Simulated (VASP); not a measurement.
Pt:

```xyz
2
Lattice="2.7421 0.0000 0.0000 -1.3711 2.3748 0.0000 0.0000 0.0000 4.7600" Properties=species:S:1:pos:R:3 pbc="T T T"
Pt    0.0000    1.5832    1.1900
Pt    1.3711    0.7916    3.5700
```

Base run:

- Program: VASP 6.6.1
- Functional: LDA
- Potentials or basis: VASP PAW LDA potentials, release 64 (Pt)
- Cutoff: 520 eV
- k mesh: 11 × 11 × 6
- Occupations: fermi-dirac, width 0.05 eV
- Spin: no spin polarisation

Its results: band gap on the k mesh zero (band 10 reaches 11.00 eV, above the bottom of band 11 at 9.78 eV); pressure -10.4 GPa.

Task: The run is repeated on the same cell with these changes: potentials or basis from VASP PAW LDA potentials, release 64 (Pt) to VASP PAW LDA potentials, release 64 (Pt_sv_GW); cutoff from 520 eV to 500 eV; further incar settings from ALGO = Fast; EDIFF = 1e-07; NBANDS = 17 to ALGO = Normal; EDIFF = 1e-06; NBANDS = 25; valence electrons from 20 to 36. What comes out?

Result: Band gap on the k mesh zero (band 18 reaches 10.37 eV, above the bottom of band 19 at 9.14 eV); pressure -13.5 GPa.

Caveats: spin-orbit coupling is left out, which moves the levels of the heavy elements.
